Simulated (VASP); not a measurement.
# C (Fmmm) in VASP: further runs, part 2 of 3

VASP 6.6.1.

## (3) Electric field gradients, PBEsol (9.27 Å³/atom)

This run uses another cell than the first one, of 9.27 Å³/atom.

The input, INCAR:

```
ALGO = Normal
EDIFF = 1E-8
ENCUT = 520
GGA = PS
ISIF = 2
ISMEAR = -1
LASPH = True
LCHARG = False
LEFG = True
LREAL = False
LWAVE = False
NBANDS = 11
NELM = 80
PREC = Accurate
SIGMA = 0.05
```

The input, KPOINTS:

```
k-points
0
Gamma
  18 18 18
```

The input, POSCAR:

```
C
1.0
    0.0000000000      2.1687164733      3.4136637295
    1.2520845459      0.0000000000      3.4136637295
    1.2520845459      2.1687164733      0.0000000000
C
2
Direct
    0.1666700000      0.8333300000      0.1666700000
    0.8333300000      0.1666700000      0.8333300000
```

Potentials or basis: VASP PAW PBE potentials, release 64 (C).

Run with:

```console
> cat potpaw_PBE.64/C/POTCAR > POTCAR
> mpirun -np 1 vasp_std > vasp.out
```

OUTCAR:

```text
EDIFF = 1E-8
   ENCUT = 520
   GGA = PS
   ISIF = 2
   ISMEAR = -1
   LASPH = True
   LREAL = False
   NELM = 80
   PREC = Accurate

 ion  position               nearest neighbor table
   1  0.167  0.833  0.167-   2 1.45   2 1.45   2 1.45
   2  0.833  0.167  0.833-   1 1.45   1 1.45   1 1.45

  LATTYP: Found a face centered orthorhombic cell.
 ALAT       =     2.5041690918
 B/A-ratio  =     1.7320846906
 C/A-ratio  =     2.7263843649

  Lattice vectors:

 A1 = (   0.0000000000,   2.1687164733,   3.4136637295)
 A2 = (   1.2520845459,   0.0000000000,   3.4136637295)
 A3 = (   1.2520845459,   2.1687164733,   0.0000000000)

Analysis of symmetry for initial positions (statically):
=====================================================================
 Subroutine PRICEL returns:
 Original cell was already a primitive cell.

 Routine SETGRP: Setting up the symmetry group for a
 face centered orthorhombic supercell.

[... 524 lines left out ...]
      direct lattice vectors                 reciprocal lattice vectors
     0.000000000  2.168716473  3.413663730    -0.399334056  0.230551115  0.146470197
     1.252084546  0.000000000  3.413663730     0.399334056 -0.230551115  0.146470197
     1.252084546  2.168716473  0.000000000     0.399334056  0.230551115 -0.146470197

 POSITION                                       TOTAL-FORCE (eV/Angst)
 -----------------------------------------------------------------------------------
      1.25208      0.72292      3.41366         0.000000      0.003884      0.000000
      1.25208      3.61451      3.41366         0.000000     -0.003884      0.000000
 -----------------------------------------------------------------------------------
    total drift:                               -0.000000     -0.000000     -0.000000

  FREE ENERGIE OF THE ION-ELECTRON SYSTEM (eV)
  ---------------------------------------------------
  free  energy   TOTEN  =       -19.2438229959 eV

  energy  without entropy=      -19.2435924015  energy(sigma->0) =      -19.24370770

 Electric field gradients (V/A^2)
---------------------------------------------------------------------
 ion       V_xx      V_yy      V_zz      V_xy      V_xz      V_yz
---------------------------------------------------------------------
   1     -14.311   -14.273    28.584     0.000     0.000     0.000
   2     -14.311   -14.273    28.584     0.000     0.000     0.000
---------------------------------------------------------------------

 Electric field gradients after diagonalization (V/A^2)
 (convention: |V_zz| > |V_xx| > |V_yy|)
----------------------------------------------------------------------
 ion       V_xx      V_yy      V_zz     asymmetry (V_yy - V_xx)/ V_zz
----------------------------------------------------------------------
   1     -14.311   -14.273    28.584       0.001
   2     -14.311   -14.273    28.584       0.001
----------------------------------------------------------------------

           NMR quadrupolar parameters

 Cq : quadrupolar parameter    Cq=e*Q*V_zz/h
 eta: asymmetry parameters     (V_yy - V_xx)/ V_zz
 Q  : nuclear electric quadrupole moment in mb (millibarn)
----------------------------------------------------------------------
 ion       Cq(MHz)       eta       Q (mb)
----------------------------------------------------------------------
   1       0.069       0.001       1.000
   2       0.069       0.001       1.000
----------------------------------------------------------------------
```

OSZICAR:

```text
N       E                     dE             d eps       ncg     rms          rms(c)
DAV:   1     0.127319431017E+00    0.12732E+00   -0.40418E+03 19318   0.644E+02
DAV:   2    -0.197666198037E+02   -0.19894E+02   -0.18915E+02 25196   0.118E+02
DAV:   3    -0.202456886938E+02   -0.47907E+00   -0.47803E+00 23892   0.149E+01
DAV:   4    -0.202474824651E+02   -0.17938E-02   -0.17936E-02 22010   0.111E+00
DAV:   5    -0.202474894159E+02   -0.69508E-05   -0.69505E-05 24065   0.643E-02    0.598E+00
DAV:   6    -0.194862775412E+02    0.76121E+00   -0.65159E-01 21910   0.456E+00    0.345E+00
DAV:   7    -0.192423615249E+02    0.24392E+00   -0.72475E-01 22577   0.487E+00    0.869E-01
DAV:   8    -0.192439748916E+02   -0.16134E-02   -0.16111E-02 21244   0.807E-01    0.111E-01
DAV:   9    -0.192437724794E+02    0.20241E-03   -0.48974E-04 23074   0.135E-01    0.495E-02
DAV:  10    -0.192438233262E+02   -0.50847E-04   -0.99680E-05 21649   0.660E-02    0.229E-02
DAV:  11    -0.192438227730E+02    0.55329E-06   -0.42723E-06 23144   0.116E-02    0.627E-03
DAV:  12    -0.192438230355E+02   -0.26258E-06   -0.48476E-07 21367   0.457E-03    0.118E-03
DAV:  13    -0.192438229955E+02    0.40057E-07   -0.53609E-08 23290   0.142E-03    0.457E-04
DAV:  14    -0.192438229959E+02   -0.37829E-09   -0.17245E-09 14172   0.282E-04
   1 F= -.19243823E+02 E0= -.19243708E+02  d E =-.230594E-03
```

It took 1.8 min on 1 thread of Intel Xeon 6975P-C (Granite Rapids), shared host; peak memory 0.25 GiB.

What came out:

| Item | Value |
| --- | --- |
| Free energy | -19.2438 eV |
| Pressure | -13.0 GPa |
| Largest force | 0.004 eV/Å |
| Largest electric field gradient by atom | C +28.6 V/Å² |

Forces on the atoms (eV/Å):
```
C    0.000  0.004  0.000
C    0.000 -0.004  0.000
```

Stress tensor (GPa, compression positive):
```
-19.90   0.00   0.00
  0.00 -20.34   0.00
  0.00   0.00   1.18
```

Electric field gradients, principal values (V/Å²):
```tsv
atom	least	middle	greatest (by size)
1 C	-14.273	-14.311	28.584
2 C	-14.273	-14.311	28.584
```

Caveat: the cell stands under tension; this functional lacks dispersion, which binds the layers, so the pressure and a relaxed spacing across them are unreliable; without QUAD_EFG the Cq values of the log hold for a quadrupole moment of 1 mb, not for the nuclei; the PAW data sets were made with another functional, which shifts forces and pressure a little.

## (4) Electric field gradients, PBEsol (8.22 Å³/atom)

This run uses another cell than the first one, of 8.22 Å³/atom.

The input, INCAR:

```
SYSTEM = C
ALGO = Normal ; EDIFF = 1E-8
ENCUT = 520 ; GGA = PS
ISIF = 2 ; ISMEAR = -1
LASPH = .True. ; LCHARG = .False.
LEFG = .True. ; LREAL = .False.
LWAVE = .False. ; NBANDS = 11
NELM = 80 ; PREC = Accurate
SIGMA = 0.05
```

The input, KPOINTS:

```
k-points
0
Gamma
  18 18 18
  0 0 0
```

The input, POSCAR:

```
C
1.0
    0.0000000000      2.0839490168      3.2802356879
    1.2031449895      0.0000000000      3.2802356879
    1.2031449895      2.0839490168      0.0000000000
C
2
Direct
    0.1666700000      0.8333300000      0.1666700000
    0.8333300000      0.1666700000      0.8333300000
```

Potentials or basis: VASP PAW PBE potentials, release 64 (C).

Run with:

```console
> cat potpaw_PBE.64/C/POTCAR > POTCAR
> mpirun -np 1 vasp_std > vasp.out
```

OUTCAR:

```text
SYSTEM = C
   EDIFF = 1E-8
   ENCUT = 520
   GGA = PS
   ISIF = 2
   ISMEAR = -1
   LASPH = .True.
   LREAL = .False.
   NELM = 80
   PREC = Accurate

 ion  position               nearest neighbor table
   1  0.167  0.833  0.167-   2 1.39   2 1.39   2 1.39
   2  0.833  0.167  0.833-   1 1.39   1 1.39   1 1.39

  LATTYP: Found a face centered orthorhombic cell.
 ALAT       =     2.4062899790
 B/A-ratio  =     1.7320846905
 C/A-ratio  =     2.7263843647

  Lattice vectors:

 A1 = (   0.0000000000,   2.0839490168,   3.2802356879)
 A2 = (   1.2031449895,   0.0000000000,   3.2802356879)
 A3 = (   1.2031449895,   2.0839490168,   0.0000000000)

Analysis of symmetry for initial positions (statically):
=====================================================================
 Subroutine PRICEL returns:
 Original cell was already a primitive cell.

 Routine SETGRP: Setting up the symmetry group for a
 face centered orthorhombic supercell.

 Subroutine GETGRP returns: Found  8 space group operations
 (whereof  8 operations were pure point group operations)
 out of a pool of  8 trial point group operations.

The static configuration has the point symmetry D_2h.

Analysis of symmetry for dynamics (positions and initial velocities):
=====================================================================
 Subroutine PRICEL returns:
 Original cell was already a primitive cell.

 Routine SETGRP: Setting up the symmetry group for a
 face centered orthorhombic supercell.

 Subroutine GETGRP returns: Found  8 space group operations
 (whereof  8 operations were pure point group operations)
[... 482 lines left out ...]
      2      -2.9401      2.00000
      3      -0.1421      2.00000
      4       0.2723      2.00000
      5      11.6270      0.00000
      6      11.9996      0.00000
      7      13.9225      0.00000
      8      20.5451      0.00000
      9      22.7486      0.00000
     10      24.0496      0.00000
     11      29.1889      0.00000

 [... further k-points ...]

------------------------ aborting loop because EDIFF is reached ----------------------------------------

  FORCE on cell =-STRESS in cart. coord.  units (eV):
  Direction    XX          YY          ZZ          XY          YZ          ZX
  --------------------------------------------------------------------------------------
  -------------------------------------------------------------------------------------
  Total        3.2638042      3.1993785      0.2493259      0.0000000      0.0000000      0.0000000
  in kB      317.9029640    311.6277353     24.2849904      0.0000000      0.0000000      0.0000000
  external PRESSURE =     217.9385633 kB  Pullay stress =       0.0000000 kB

 VOLUME and BASIS-vectors are now :
 -----------------------------------------------------------------------------
  energy-cutoff  :      520.00
  volume of cell :       16.45
      direct lattice vectors                 reciprocal lattice vectors
     0.000000000  2.083949017  3.280235688    -0.415577511  0.239929094  0.152428072
     1.203144989  0.000000000  3.280235688     0.415577511 -0.239929094  0.152428072
     1.203144989  2.083949017  0.000000000     0.415577511  0.239929094 -0.152428072

 POSITION                                       TOTAL-FORCE (eV/Angst)
 -----------------------------------------------------------------------------------
      1.20314      0.69466      3.28024         0.000000      0.004211      0.000000
      1.20314      3.47323      3.28024         0.000000     -0.004211      0.000000
 -----------------------------------------------------------------------------------
    total drift:                               -0.000000     -0.000000     -0.000000

  FREE ENERGIE OF THE ION-ELECTRON SYSTEM (eV)
  ---------------------------------------------------
  free  energy   TOTEN  =       -19.2054713653 eV

  energy  without entropy=      -19.2052788203  energy(sigma->0) =      -19.20537509

 Electric field gradients (V/A^2)
---------------------------------------------------------------------
 ion       V_xx      V_yy      V_zz      V_xy      V_xz      V_yz
---------------------------------------------------------------------
   1     -17.647   -17.601    35.248     0.000     0.000     0.000
   2     -17.647   -17.601    35.248     0.000     0.000     0.000
---------------------------------------------------------------------

 Electric field gradients after diagonalization (V/A^2)
 (convention: |V_zz| > |V_xx| > |V_yy|)
----------------------------------------------------------------------
 ion       V_xx      V_yy      V_zz     asymmetry (V_yy - V_xx)/ V_zz
----------------------------------------------------------------------
   1     -17.647   -17.601    35.248       0.001
   2     -17.647   -17.601    35.248       0.001
----------------------------------------------------------------------

           NMR quadrupolar parameters

 Cq : quadrupolar parameter    Cq=e*Q*V_zz/h
 eta: asymmetry parameters     (V_yy - V_xx)/ V_zz
 Q  : nuclear electric quadrupole moment in mb (millibarn)
----------------------------------------------------------------------
 ion       Cq(MHz)       eta       Q (mb)
----------------------------------------------------------------------
   1       0.085       0.001       1.000
   2       0.085       0.001       1.000
----------------------------------------------------------------------
```

stdout:

```text
POSCAR found type information on POSCAR C
 POSCAR found :  1 types and       2 ions
 scaLAPACK will be used
 -----------------------------------------------------------------------------
|                                                                             |
|                                                                             |
|     You enforced a specific xc type in the INCAR file but a different       |
|     I HOPE YOU KNOW WHAT YOU ARE DOING!                                     |
|                                                                             |
 -----------------------------------------------------------------------------

 LDA part: xc-table for (Slater+PW92), standard interpolation
 POSCAR, INCAR and KPOINTS ok, starting setup
 FFT: planning ... GRIDC
 FFT: planning ... GRID_SOFT
 FFT: planning ... GRID
 WAVECAR not read
 entering main loop
ion   1

ion   2
```

Run time: 2.8 min. Hardware: 1 thread of Intel Xeon Platinum 8259CL at 2.50GHz (Skylake/Cascade Lake), shared host; peak memory 0.24 GiB.

What came out:

```
Free energy                             : -19.2055 eV
Pressure                                : 21.8 GPa
Largest force                           : 0.004 eV/Å
Largest electric field gradient by atom : C +35.2 V/Å²
```

Forces on the atoms (eV/Å):
```
C    0.000  0.004  0.000
C    0.000 -0.004  0.000
```

Electric field gradients, principal values (V/Å²):
| atom | least | middle | greatest (by size) |
| --- | --- | --- | --- |
| 1 C | -17.601 | -17.647 | 35.248 |
| 2 C | -17.601 | -17.647 | 35.248 |

Caveat: the cell stands under pressure; this functional lacks dispersion, which binds the layers, so the pressure and a relaxed spacing across them are unreliable; without QUAD_EFG the Cq values of the log hold for a quadrupole moment of 1 mb, not for the nuclei; the PAW data sets were made with another functional, which shifts forces and pressure a little.

(Continued in part 3 of 3.)
